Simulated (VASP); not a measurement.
A run of VASP 6.6.1 is set up as follows.

File POSCAR:

```
K2S
1.0
    0.0000000000      3.7027568507      3.7027568507
    3.7027568507      0.0000000000      3.7027568507
    3.7027568507      3.7027568507      0.0000000000
S K
1 2
Direct
    0.0000000000      0.0000000000      0.0000000000
    0.2500000000      0.2500000000      0.2500000000
    0.7500000000      0.7500000000      0.7500000000
```

The input INCAR.step1:

```
PREC = Accurate ; ENCUT = 400
EDIFF = 1E-5 ; ISMEAR = 0
SIGMA = 0.01 ; LREAL = F
LASPH = T ; NELM = 120
ALGO = Normal ; ISIF = 2
LWAVE = T ; LCHARG = F
NBANDS = 19 ; GGA = PE
GGA_COMPAT = F
```

INCAR.step2

```
PREC = Accurate ; ENCUT = 400
EDIFF = 1E-6 ; ISMEAR = 0
SIGMA = 0.01 ; LREAL = F
LASPH = T ; NELM = 120
ALGO = Normal ; ISIF = 2
LWAVE = F ; LCHARG = F
GGA = PE ; LHFCALC = T
AEXX = 0.3 ; HFSCREEN = 0.2078
PRECFOCK = Normal ; NBANDS = 19
ISTART = 1 ; GGA_COMPAT = F
```

Contents of KPOINTS:

```
regular mesh
0
Gamma
  4 4 4
```

Potentials or basis: VASP PAW PBE potentials, release 64 (S, K_sv).

Launch:

```console
$ cat potpaw_PBE.64/S/POTCAR potpaw_PBE.64/K_sv/POTCAR > POTCAR
$ cp INCAR.step1 INCAR
$ mpirun -np 1 vasp_std > vasp.out
$ cp INCAR.step2 INCAR
$ mpirun -np 1 vasp_std > vasp.out
```

(1) What does it give for the band gap on the k mesh?

(2) Estimate the pressure.

Answers

(1) 3.50 eV (least direct gap 3.68 eV).

(2) 0.1 GPa.

Caveat: the structure was generated, so it needn't be the stable form of K2S; the PAW data sets were made with another functional, which shifts forces and pressure a little.
